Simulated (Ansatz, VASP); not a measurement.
AlGa3N4 in VASP and in Ansatz

```
Al Ga N
1.0
     4.46763    0.00000    0.00000
     0.00000    4.46763    0.00000
     0.00000    0.00000    4.46763
Al Ga N
1 3 4
Direct
  0.00000 0.00000 0.00000
  0.49886 0.50000 0.00000
  0.50114 0.00000 0.49886
  0.00000 0.50000 0.50114
  0.75046 0.76417 0.24954
  0.75960 0.24497 0.75046
  0.24040 0.74589 0.75960
  0.24954 0.24497 0.24040
```

Change from the starting cell: mode 16 (594.2 1/cm) frozen in, largest displacement +0.050 Å.

Alike in both runs: task single point; functional PBEsol; k mesh 6 × 6 × 6; occupations gaussian, width 0.05 eV; no spin polarisation.

|  | VASP | Ansatz |
| --- | --- | --- |
| version | VASP 6.6.1 | Ansatz 0.2.0 |
| potentials or method | VASP PAW PBE potentials, release 64 (Al, Ga_d, N), cutoff 520 eV | scalar-relativistic, plane waves, PAW |
| valence electrons in the cell | 62 | 62 |

```csv
,VASP,Ansatz,Ansatz less VASP
gap on the k mesh at the Fermi level (eV),2.30,2.28,-0.019
least direct gap on the mesh (eV),2.30,2.28,-0.019
pressure (GPa),0.1,0.3,+0.18
"traceless stress, the component that is largest in VASP (GPa)",-0.10,-0.11,-0.004
rms of the force components (eV/Å),0.356,0.360,+0.0042
```

VASP's potentials were made for PBE, not for PBEsol. Atom by atom the forces differ by 0.006 eV/Å (rms over components). The functional is the same, so the differences come from potentials, cutoffs and numerics.
